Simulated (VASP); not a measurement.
Wanted: the native input for a VASP 6.6.1 run.

- Task: single point
- Functional: r2SCAN
- Potentials or basis: VASP PAW PBE potentials, release 64 (Nb_sv, As)
- Cutoff: 520 eV
- k mesh: 11 × 11 × 11
- Occupations: fermi-dirac, width 0.05 eV
- Spin: no spin polarisation
- Dipole correction: no
- Further INCAR settings: ALGO = Normal; EDIFF = 1e-07; NBANDS = 26

NbAs:

```
CELL_PARAMETERS angstrom
-1.69062 1.69062 5.72078
1.69062 -1.69062 5.72078
1.69062 1.69062 -5.72078
ATOMIC_POSITIONS crystal
Nb 0.50000 0.00000 0.50000
Nb 0.75000 0.75000 0.00000
As 0.91600 0.41600 0.50000
As 0.16600 0.16600 0.00000
```

These files were run (other wordings do the same):

POSCAR

```
NbAs
1.0
   -1.6906186857      1.6906186857      5.7207828749
    1.6906186857     -1.6906186857      5.7207828749
    1.6906186857      1.6906186857     -5.7207828749
Nb As
2 2
Direct
    0.5000000000      0.0000000000      0.5000000000
    0.7500000000      0.7500000000      0.0000000000
    0.9160000000      0.4160000000      0.5000000000
    0.1660000000      0.1660000000      0.0000000000
```

INCAR.step1

```
SYSTEM = NbAs
ALGO = Normal
EDIFF = 1E-4
ENCUT = 520
GGA = PE
ISMEAR = -1
LASPH = .TRUE.
LCHARG = .FALSE.
LREAL = .FALSE.
LWAVE = .TRUE.
NBANDS = 26
NELM = 100
PREC = Accurate
SIGMA = 0.05
```

INCAR.step2

```
SYSTEM = NbAs
ALGO = Normal
EDIFF = 1E-7
ENCUT = 520
ISIF = 2
ISMEAR = -1
ISTART = 1
LASPH = .TRUE.
LCHARG = .FALSE.
LMIXTAU = .TRUE.
LREAL = .FALSE.
LWAVE = .FALSE.
METAGGA = R2SCAN
NBANDS = 26
NELM = 100
PREC = Accurate
SIGMA = 0.05
```

KPOINTS

```
k-points
0
G
  11 11 11
  0 0 0
```

Potentials or basis: VASP PAW PBE potentials, release 64 (Nb_sv, As).

The run is started by

```bash
$ cat potpaw_PBE.64/Nb_sv/POTCAR potpaw_PBE.64/As/POTCAR > POTCAR
$ cp INCAR.step1 INCAR
$ mpirun -np 1 vasp_std > vasp.out
$ cp INCAR.step2 INCAR
$ mpirun -np 1 vasp_std > vasp.out
```

It gave:

```
Pressure      : 14.7 GPa
Largest force : 0.365 eV/Å
```

Caveat: the cell stands under pressure; the PAW data sets were made with another functional, which shifts forces and pressure a little.

Run time: 20 min on 1 thread of Intel(R) Xeon(R) 6975P-C (Granite Rapids), on a shared host, peak memory 0.48 GiB.
